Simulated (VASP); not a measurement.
# SrTiO3 (Pm-3m) in VASP: notebook, part 2 of 2

VASP 6.6.1.

### 4 Single point, PBEsol (10.37 Å³/atom)

This run uses another cell than the first one, of 10.37 Å³/atom.

INCAR

```
PREC = Accurate ; ENCUT = 520
EDIFF = 1E-6 ; ISMEAR = 0
SIGMA = 0.05 ; LREAL = False
LASPH = True ; NELM = 60
ALGO = Normal ; ISIF = 2
LWAVE = False ; LCHARG = False
GGA = PS ; NBANDS = 28
```

KPOINTS

```
Automatic mesh
0
Gamma
  6 6 6
```

POSCAR

```
SrTiO3
1.0
    3.7287941891      0.0000000000      0.0000000000
    0.0000000000      3.7287941891      0.0000000000
    0.0000000000      0.0000000000      3.7287941891
Sr Ti O
1 1 3
Direct
    0.5000000000      0.5000000000      0.5000000000
    0.0000000000      0.0000000000      0.0000000000
    0.5000000000      0.0000000000      0.0000000000
    0.0000000000      0.5000000000      0.0000000000
    0.0000000000      0.0000000000      0.5000000000
```

Potentials or basis: VASP PAW PBE potentials, release 64 (Sr_sv, Ti_sv, O).

Command:

```console
cat potpaw_PBE.64/Sr_sv/POTCAR potpaw_PBE.64/Ti_sv/POTCAR potpaw_PBE.64/O/POTCAR > POTCAR
mpirun -np 1 vasp_std > vasp.out
```

OUTCAR:

```text
PREC = Accurate
   ENCUT = 520
   EDIFF = 1E-6
   ISMEAR = 0
   LREAL = False
   LASPH = True
   NELM = 60
   ISIF = 2
   GGA = PS

 ion  position               nearest neighbor table
   1  0.500  0.500  0.500-   3 2.64   4 2.64   5 2.64   3 2.64   4 2.64   3 2.64   5 2.64   3 2.64
                             4 2.64   5 2.64   4 2.64   5 2.64   2 3.23   2 3.23   2 3.23   2 3.23
   2  0.000  0.000  0.000-   3 1.86   4 1.86   5 1.86   5 1.86   4 1.86   3 1.86   1 3.23   1 3.23
                             1 3.23   1 3.23   1 3.23   1 3.23   1 3.23   1 3.23
   3  0.500  0.000  0.000-   2 1.86   2 1.86   1 2.64   1 2.64   1 2.64   1 2.64
   4  0.000  0.500  0.000-   2 1.86   2 1.86   1 2.64   1 2.64   1 2.64   1 2.64
   5  0.000  0.000  0.500-   2 1.86   2 1.86   1 2.64   1 2.64   1 2.64   1 2.64

  LATTYP: Found a simple cubic cell.
 ALAT       =     3.7287941891

  Lattice vectors:

 A1 = (   3.7287941891,   0.0000000000,   0.0000000000)
 A2 = (   0.0000000000,   3.7287941891,   0.0000000000)
 A3 = (   0.0000000000,   0.0000000000,   3.7287941891)

Analysis of symmetry for initial positions (statically):
=====================================================================
 Subroutine PRICEL returns:
 Original cell was already a primitive cell.

 Routine SETGRP: Setting up the symmetry group for a
 simple cubic supercell.

 Subroutine GETGRP returns: Found 48 space group operations
 (whereof 48 operations were pure point group operations)
 out of a pool of 48 trial point group operations.

The static configuration has the point symmetry O_h .

Analysis of symmetry for dynamics (positions and initial velocities):
=====================================================================
 Subroutine PRICEL returns:
 Original cell was already a primitive cell.

 Routine SETGRP: Setting up the symmetry group for a
 simple cubic supercell.

 Subroutine GETGRP returns: Found 48 space group operations
 (whereof 48 operations were pure point group operations)
 out of a pool of 48 trial point group operations.

The dynamic configuration has the point symmetry O_h .

 Subroutine INISYM returns: Found 48 space group operations
 (whereof 48 operations are pure point group operations),
 and found     1 'primitive' translations

----------------------------------------------------------------------------------------

                                     Primitive cell

  volume of cell :      51.8448

  direct lattice vectors                    reciprocal lattice vectors
     3.728794189  0.000000000  0.000000000     0.268183211  0.000000000  0.000000000
     0.000000000  3.728794189  0.000000000     0.000000000  0.268183211  0.000000000
     0.000000000  0.000000000  3.728794189     0.000000000  0.000000000  0.268183211

  length of vectors
     3.728794189  3.728794189  3.728794189     0.268183211  0.268183211  0.268183211

  position of ions in fractional coordinates (direct lattice)
     0.500000000  0.500000000  0.500000000
     0.000000000  0.000000000  0.000000000
     0.500000000  0.000000000  0.000000000
     0.000000000  0.500000000  0.000000000
     0.000000000  0.000000000  0.500000000

  ion indices of the primitive-cell ions
   primitive index   ion index
                 1           1
                 2           2
                 3           3
                 4           4
                 5           5

[... 29 lines left out ...]
  0.166667  0.000000  0.000000      6.000000
  0.333333  0.000000  0.000000      6.000000
  0.500000  0.000000  0.000000      3.000000
  0.166667  0.166667  0.000000     12.000000
  0.333333  0.166667  0.000000     24.000000
[... 12 lines left out ...]
  0.500000  0.500000  0.333333      6.000000
  0.500000  0.500000  0.500000      1.000000
   k-points           NKPTS =     20   k-points in BZ     NKDIM =     20   number of bands    NBANDS=     28
   number of dos      NEDOS =    301   number of ions     NIONS =      5
   total plane-waves  NPLWV =  21952
   dimension x,y,z NGX =    28 NGY =   28 NGZ =   28
   dimension x,y,z NGXF=    56 NGYF=   56 NGZF=   56
   ions per type =               1   1   3
   NGX,Y,Z   is equivalent  to a cutoff of  12.48, 12.48, 12.48 a.u.
   NGXF,Y,Z  is equivalent  to a cutoff of  24.97, 24.97, 24.97 a.u.
 SYSTEM =  unknown system
   PREC   = accura    normal or accurate (medium, high low for compatibility)
   ISTART =      0    job   : 0-new  1-cont  2-samecut
   ICHARG =      2    charge: 1-file 2-atom 10-const
   ISPIN  =      1    spin polarized calculation?
   LNONCOLLINEAR =      F non collinear calculations
   LSORBIT =      F    spin-orbit coupling
   LASPH  =      T    aspherical Exc in radial PAW
   ENCUT  =  520.0 eV  38.22 Ry    6.18 a.u.   6.93  6.93  6.93*2*pi/ulx,y,z
   NELM   =     60;   NELMIN=  2; NELMDL= -5     # of ELM steps
   EDIFF  = 0.1E-05   stopping-criterion for ELM
   LREAL  =      F    real-space projection
   EDIFFG = 0.1E-04   stopping-criterion for IOM
   NSW    =      0    number of steps for IOM
   IBRION =     -1    ionic relax: 0-MD 1-quasi-New 2-CG
   NFREE  =      0    steps in history (QN), initial steepest desc. (CG)
   ISIF   =      2    stress and relaxation
   ISYM   =      2    0-nonsym 1-usesym 2-fastsym
   POTIM  = 0.5000    time-step for ionic-motion
   TEBEG  =    0.0;   TEEND  =   0.0 temperature during run
   PSTRESS=    0.0 pullay stress
   NELECT =      40.0000    total number of electrons
   NUPDOWN=      -1.0000    fix difference up-down
   EMIN   =  10.00;   EMAX   =-10.00  energy-range for DOS
   EFERMI =   0.00;   METHOD = LEGACY
   ISMEAR =     0;   SIGMA  =   0.05  broadening in eV -4-tet -1-fermi 0-gaus
   EFERMI_NEDOS =   21; number of points for ismear=-14 and -15
   IALGO  =     38    algorithm
   IMIX   =      4    mixing-type and parameters
     AMIX     =   0.40;   BMIX     =  1.00
     AMIX_MAG =   1.60;   BMIX_MAG =  1.00
  volume/ion in A,a.u.               =      10.37        69.97
  Fermi-wavevector in a.u.,A,eV,Ry     =   1.501504  2.837431 30.674518  2.254513
  Thomas-Fermi vector in A             =   2.612866
   LORBIT       =      0    0 simple, 1 ext, 2 COOP (PROOUT), +10 PAW based schemes
   GGA     = PS    functional components
   LHFCALC =     F    Hartree Fock is set to
   AEXX    =    0.0000 exact exchange contribution
   IVDW    =     0    specifies the selected vdW correction
   LEPSILON=     F    determine dielectric tensor
   LRPA    =     F    only Hartree local field effects (RPA)
 non-spin polarized calculation
 Gauss-broadening in eV      SIGMA  =   0.05
  energy-cutoff  :      520.00
  volume of cell :       51.84
 maximum number of plane-waves:      1412
 NGX is ok and might be reduce to    28
   NGX = 13   NGY = 13   NGZ = 13

 number of electron      39.9999977 magnetization

 Free energy of the ion-electron system (eV)
  ---------------------------------------------------
  ext. energy  EPLUGINS =         0.00000000
  ---------------------------------------------------
  free energy    TOTEN  =       -41.34922831 eV

  energy without entropy =      -41.34922831  energy(sigma->0) =      -41.34922831

 E-fermi :   5.4940     XC(G=0): -12.2939

 val. band max:        5.2377797150   @ k =   0.5000   0.5000   0.5000
 cond. band min:       7.2543388314   @ k =   0.0000   0.0000   0.0000
 fundamental gap:      2.0165591164
 Fermi energy:         5.4940360870

 k-point     1 :       0.0000    0.0000    0.0000
  band No.  band energies     occupation
      1     -50.3834      2.00000
      2     -27.0354      2.00000
      3     -26.8620      2.00000
      4     -26.8620      2.00000
      5     -26.8620      2.00000
      6     -12.6303      2.00000
[... 609 lines left out ...]
     27      15.3880      0.00000
     28      15.3954      0.00000

------------------------ aborting loop because EDIFF is reached ----------------------------------------

  FORCE on cell =-STRESS in cart. coord.  units (eV):
  Direction    XX          YY          ZZ          XY          YZ          ZX
  --------------------------------------------------------------------------------------
  -------------------------------------------------------------------------------------
  Total       10.4948675     10.4948675     10.4948675     -0.0000000     -0.0000000      0.0000000
  in kB      324.3264023    324.3264023    324.3264023     -0.0000000     -0.0000000      0.0000000
  external PRESSURE =     324.3264023 kB  Pullay stress =       0.0000000 kB

 VOLUME and BASIS-vectors are now :
 -----------------------------------------------------------------------------
  energy-cutoff  :      520.00
  volume of cell :       51.84
      direct lattice vectors                 reciprocal lattice vectors
     3.728794189  0.000000000  0.000000000     0.268183211  0.000000000  0.000000000
     0.000000000  3.728794189  0.000000000     0.000000000  0.268183211  0.000000000
     0.000000000  0.000000000  3.728794189     0.000000000  0.000000000  0.268183211

 POSITION                                       TOTAL-FORCE (eV/Angst)
 -----------------------------------------------------------------------------------
      1.86440      1.86440      1.86440         0.000000      0.000000      0.000000
      0.00000      0.00000      0.00000         0.000000      0.000000      0.000000
      1.86440      0.00000      0.00000         0.000000      0.000000      0.000000
      0.00000      1.86440      0.00000         0.000000      0.000000      0.000000
      0.00000      0.00000      1.86440         0.000000      0.000000      0.000000
 -----------------------------------------------------------------------------------
    total drift:                               -0.000000      0.000000     -0.000000

  FREE ENERGIE OF THE ION-ELECTRON SYSTEM (eV)
  ---------------------------------------------------
  free  energy   TOTEN  =       -41.3492283110 eV

  energy  without entropy=      -41.3492283110  energy(sigma->0) =      -41.34922831
```

OSZICAR:

```text
N       E                     dE             d eps       ncg     rms          rms(c)
DAV:   1     0.424003175043E+03    0.42400E+03   -0.21028E+04  1120   0.159E+03
DAV:   2    -0.105319038252E+02   -0.43454E+03   -0.41475E+03  1252   0.437E+02
DAV:   3    -0.480514850077E+02   -0.37520E+02   -0.37118E+02  1256   0.131E+02
DAV:   4    -0.504301812540E+02   -0.23787E+01   -0.23746E+01  1992   0.271E+01
DAV:   5    -0.504564779017E+02   -0.26297E-01   -0.26290E-01  1408   0.257E+00    0.339E+01
DAV:   6    -0.412651933001E+02    0.91913E+01   -0.44135E+01  1520   0.679E+01    0.199E+01
DAV:   7    -0.413644327909E+02   -0.99239E-01   -0.50861E+00  1396   0.177E+01    0.141E+01
DAV:   8    -0.414179171787E+02   -0.53484E-01   -0.11598E+00  1380   0.121E+01    0.430E+00
DAV:   9    -0.413515532575E+02    0.66364E-01   -0.24495E-01  1300   0.586E+00    0.927E-01
DAV:  10    -0.413536200443E+02   -0.20668E-02   -0.89657E-02  1428   0.228E+00    0.617E-01
DAV:  11    -0.413493143092E+02    0.43057E-02   -0.25055E-02  1560   0.112E+00    0.133E-01
DAV:  12    -0.413492189027E+02    0.95407E-04   -0.13761E-03  1388   0.468E-01    0.837E-02
DAV:  13    -0.413492408418E+02   -0.21939E-04   -0.35114E-04  1488   0.156E-01    0.455E-02
DAV:  14    -0.413492309430E+02    0.98987E-05   -0.60570E-05  1428   0.835E-02    0.220E-02
DAV:  15    -0.413492278871E+02    0.30559E-05   -0.24476E-05  1356   0.332E-02    0.105E-02
DAV:  16    -0.413492283110E+02   -0.42388E-06   -0.28242E-06  1160   0.179E-02
   1 F= -.41349228E+02 E0= -.41349228E+02  d E =-.153617E-14
```

It took 51 s on 1 thread of Intel Xeon 8259CL, shared host; peak memory 0.17 GiB.

What came out:

```
Free energy            : -41.3492 eV
Pressure               : 32.4 GPa
Band gap on the k mesh : 2.02 eV (least direct gap 2.26 eV)
```

Caveat: the cell stands under pressure; the PAW data sets were made with another functional, which shifts forces and pressure a little.

### 5 Summary

| cell | gap on the mesh (eV) | pressure (GPa) |
| --- | --- | --- |
| a = 3.612 Å, 5 atoms | 2.13 | 68.7 |
| a = 3.671 Å, 5 atoms | 2.08 | 48.6 |
| a = 3.729 Å, 5 atoms | 2.02 | 32.4 |

Alike in all rows: task single point; level PBEsol; potentials or basis VASP PAW PBE potentials, release 64 (Sr_sv, Ti_sv, O); no spin polarisation; k mesh 6 × 6 × 6; cutoff (eV) 520; smearing gaussian 0.05 eV.

Caveats: the cell stands under pressure; the PAW data sets were made with another functional, which shifts forces and pressure a little.

Total energies depend on the potentials used, so only differences within one code and one set of settings carry meaning.
